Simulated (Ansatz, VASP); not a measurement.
# Two plane-wave programs on AlN

```
Al N
1.0
     0.00000    2.30653    1.96055
     2.30653    0.00000    1.96055
     2.30653    2.30653    0.00000
Al N
1 1
Direct
  0.00000 0.00000 0.00000
  0.75000 0.75000 0.75000
```

Alike in both runs: task single point; functional r2SCAN; k mesh 10 × 10 × 10; occupations gaussian, width 0.05 eV; no spin polarisation.

|  | VASP | Ansatz |
| --- | --- | --- |
| version | VASP 6.6.1 | Ansatz 0.2.0 |
| potentials or method | VASP PAW PBE potentials, release 64 (Al, N), cutoff 520 eV | scalar-relativistic, plane waves, PAW |
| valence electrons in the cell | 8 | 8 |

|  | VASP | Ansatz | Ansatz less VASP |
| --- | --- | --- | --- |
| gap on the k mesh at the Fermi level (eV) | 3.34 | 3.35 | +0.009 |
| least direct gap on the mesh (eV) | 4.42 | 4.38 | -0.037 |
| pressure (GPa) | -2.8 | -2.4 | +0.40 |
| traceless stress, the component that is largest in VASP (GPa) | 9.83 | 9.77 | -0.066 |

VASP's potentials were made for PBE, not for r2SCAN. The functional is the same, so the differences come from potentials, cutoffs and numerics.
